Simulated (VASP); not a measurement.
A run of VASP 6.6.1:

INCAR

```
SYSTEM = Re
  ALGO = Normal
  EDIFF = 1E-6
  ENCUT = 520
  GGA = RE
  ISIF = 2
  ISMEAR = -1
  LASPH = .True.
  LCHARG = .False.
  LREAL = .False.
  LWAVE = .False.
  NBANDS = 10
  NELM = 80
  PREC = Accurate
  SIGMA = 0.1
```

KPOINTS

```
k-points
0
Gamma
  16 16 16
  0 0 0
```

POSCAR

```
Re
1.0
    0.0000000000      2.0382368116      2.0382368116
    2.0382368116      0.0000000000      2.0382368116
    2.0382368116      2.0382368116      0.0000000000
Re
1
Direct
    0.0000000000      0.0000000000      0.0000000000
```

Potentials or basis: VASP PAW PBE potentials, release 64 (Re).

Launch:

```bash
$ cat potpaw_PBE.64/Re/POTCAR > POTCAR
$ mpirun -np 1 vasp_std > vasp.out
```

Hardware: 1 thread of AMD EPYC 7R13, with other jobs on the host.

How long does it take, and how much memory?

It took 32 s on 1 thread of AMD EPYC 7R13, on a shared host, peak memory 0.13 GiB. Counts: scf iterations 11, k points 145.
